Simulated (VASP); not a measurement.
# Rh: relaxation of cell and atoms with r2SCAN

Crystal: Rh.

```
Rh
1.0
     2.69175    0.00000    0.00000
    -1.34587    2.33112    0.00000
     0.00000    0.00000    8.79807
Rh
4
Direct
  0.00000 0.00000 0.00000
  0.33333 0.66667 0.25000
  0.00000 0.00000 0.50000
  0.66667 0.33333 0.75000
```

This isn't the form of Rh at room conditions, which is fcc.

```yaml
Program: VASP 6.6.1
Task: relaxation of cell and atoms
Functional: r2SCAN
Potentials_or_basis: VASP PAW PBE potentials, release 64 (Rh_pv)
Cutoff: 600 eV
k_mesh: 7 × 7 × 2
Occupations: methfessel-paxton, width 0.3 eV
Spin: no spin polarisation
Target_pressure: -2 GPa
Dipole_correction: no
Further_INCAR_settings: ALGO = Normal; EDIFF = 1e-06; IBRION = 2; EDIFFG = -0.01; NSW = 80; ISIF = 3
```

```json
{"Relaxed volume": "13.88 Å³/atom", "Relaxed cell": "a = 2.684 Å, b = 2.684 Å, c = 8.893 Å, α = 90.00°, β = 90.00°, γ = 120.00°", "Space group after relaxing (to 0.1 Å)": "P6_3/mmc (No. 194)", "Energy change on relaxing (the run minimises the enthalpy)": "-1.3 meV/atom", "Ionic steps": "5", "Pressure after relaxing": "-2.0 GPa", "Band gap on the k mesh": "zero (bands 30 and 31 overlap by 1.76 eV)"}
```

The path:
| step | energy change (eV) | largest force (eV/Å) | pressure (GPa) | volume (Å³) |
| --- | --- | --- | --- | --- |
| 1 | 0.0000 | 0.0000 | -0.55 | 55.21 |
| 2 | 0.0128 | 0.0000 | -5.25 | 56.20 |
| 3 | -0.0017 | 0.0000 | -2.98 | 55.69 |
| 4 | -0.0064 | 0.0000 | -0.68 | 55.24 |
| 5 | -0.0052 | 0.0000 | -2.02 | 55.50 |

Final structure:
```
Rh
1.0
     2.68442    0.00000    0.00000
    -1.34221    2.32478    0.00000
     0.00000    0.00000    8.89341
Rh
4
Direct
  0.00000 0.00000 0.00000
  0.33333 0.66667 0.25000
  0.00000 0.00000 0.50000
  0.66667 0.33333 0.75000
```

Levels at points of the mesh, in eV from the Fermi level:
```tsv
k point	band 27	band 28	band 29	band 30	band 31	band 32	band 33	band 34	band 35	band 36
(0.00, 0.00, 0.00)	-2.72	-1.48	-1.48	-0.88	-0.88	-0.39	-0.39	0.38	0.38	0.71
(0.00, 0.00, 0.50)	-1.19	-1.19	-1.19	-1.19	-1.17	-1.17	0.04	0.04	0.04	0.04
```

Wall time 16 min on 1 thread of Intel Xeon 8259CL, on a shared host, peak memory 0.2 GiB.

Caveat: the k points lie up to 0.39 Å⁻¹ apart in the final cell, too coarse for converged energies and pressures of a metal; the cell is relaxed towards a set pressure, so the run minimises the enthalpy, not the energy; the highest band is partly filled, so the run has too few bands; the PAW data sets were made with another functional, which shifts forces and pressure a little.
